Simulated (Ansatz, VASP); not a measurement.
# One calculation of SnO2, two programs

File INCAR:

```
PREC     = Accurate       # precision mode
ENCUT    = 520            # plane-wave cutoff, eV
EDIFF    = 1E-7           # SCF threshold, eV
ISMEAR   = 0              # smearing method
SIGMA    = 0.05           # smearing width, eV
LREAL    = F              # projectors in reciprocal space
LASPH    = T              # aspherical terms in the spheres
NELM     = 100            # most SCF steps
ALGO     = Normal         # electronic algorithm
ISIF     = 2              # what is computed and relaxed
LWAVE    = F              # write WAVECAR
LCHARG   = T              # write CHGCAR
LELF     = T              # ELF
LVHAR    = T            
NBANDS   = 35             # bands
```

File KPOINTS:

```
regular mesh
0
Gamma
  6 6 8
```

The input POSCAR:

```
SnO2
1.0
    4.8820573695      0.0000000000      0.0000000000
    0.0000000000      4.8826571076      0.0000000000
    0.0000000000      0.0000000000      3.2983446198
Sn O
2 4
Direct
    0.5000000000      0.5000000000      0.5000000000
    0.0000000000      0.0000000000      0.0000000000
    0.3059833077      0.3321134587      0.0000000000
    0.8059833077      0.1678865413      0.5000000000
    0.1940166923      0.8321134587      0.5000000000
    0.6940166923      0.6678865413      0.0000000000
```

Input for Ansatz:

```yaml
crystal:
  lattice:
    - [4.8820573695, 0.0, 0.0]
    - [0.0, 4.8826571076, 0.0]
    - [0.0, 0.0, 3.2983446198]
  atoms:
    - { symbol: Sn, position: [0.5, 0.5, 0.5] }
    - { symbol: Sn, position: [0.0, 0.0, 0.0] }
    - { symbol: O, position: [0.3059833077, 0.3321134587, 0.0] }
    - { symbol: O, position: [0.8059833077, 0.1678865413, 0.5] }
    - { symbol: O, position: [0.1940166923, 0.8321134587, 0.5] }
    - { symbol: O, position: [0.6940166923, 0.6678865413, 0.0] }
basis:
  ecutwfc: 520.0
kpoints:
  mp_grid: { grid: [6, 6, 8] }
hamiltonian:
  xc: lda
scf:
  occupations: { method: gaussian, width: 0.05 }
output:
  forces: true
  stress: true
  eigenvalues: true
```

Alike in both runs: task single point; functional LDA; k mesh 6 × 6 × 8; occupations gaussian, width 0.05 eV; no spin polarisation.

|  | VASP | Ansatz |
| --- | --- | --- |
| version | VASP 6.6.1 | Ansatz 0.2.0 |
| potentials or method | VASP PAW LDA potentials, release 64 (Sn_d, O), cutoff 520 eV | scalar-relativistic, plane waves, PAW |
| valence electrons in the cell | 52 | 52 |

```csv
,VASP,Ansatz,Ansatz less VASP
gap on the k mesh at the Fermi level (eV),0.46,0.44,-0.017
least direct gap on the mesh (eV),0.46,0.44,-0.017
pressure (GPa),-12.9,-13.6,-0.72
"traceless stress, the component that is largest in VASP (GPa)",-3.30,-3.82,-0.512
rms of the force components (eV/Å),0.613,0.591,-0.0218
```

LDA's correlation is that of Perdew and Zunger in VASP and of Perdew and Wang (1992) in Ansatz. Atom by atom the forces differ by 0.022 eV/Å (rms over components).
